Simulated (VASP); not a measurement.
Input of a VASP 6.6.1 run:

The input INCAR:

```
SYSTEM = CoSi2
PREC = Accurate
ENCUT = 520
EDIFF = 1E-6
ISMEAR = 0
SIGMA = 0.15
LREAL = .False.
LASPH = .True.
NELM = 80
ALGO = Normal
ISIF = 2
LWAVE = .False.
LCHARG = .False.
GGA = PS
NBANDS = 16
```

The input KPOINTS:

```
Automatic mesh
0
Gamma
  18 18 18
  0 0 0
```

File POSCAR:

```
CoSi2
1.0
    0.0000000000      2.8856128453      2.2507780194
    2.8856128453      0.0000000000      2.2507780194
    2.8856128453      2.8856128453      0.0000000000
Co Si
1 2
Direct
    0.0000000000      0.0000000000      0.0000000000
    0.2500000000      0.2500000000      0.2500000000
    0.7500000000      0.7500000000      0.7500000000
```

Potentials or basis: VASP PAW PBE potentials, release 64 (Co, Si).

Run with:

```bash
$ cat potpaw_PBE.64/Co/POTCAR potpaw_PBE.64/Si/POTCAR > POTCAR
$ mpirun -np 1 vasp_std > vasp.out
```

(1) Estimate the pressure.

(2) Estimate the band gap on the k mesh.

## Answers

(1) 6.9 GPa.

(2) zero (an odd number of electrons rules out a gap without spin polarisation).

Caveat: the stress differs along the axes, from -10 to 41 GPa; the PAW data sets were made with another functional, which shifts forces and pressure a little; an odd number of electrons without spin polarisation forces a metal; a magnetic or distorted state may lie lower.
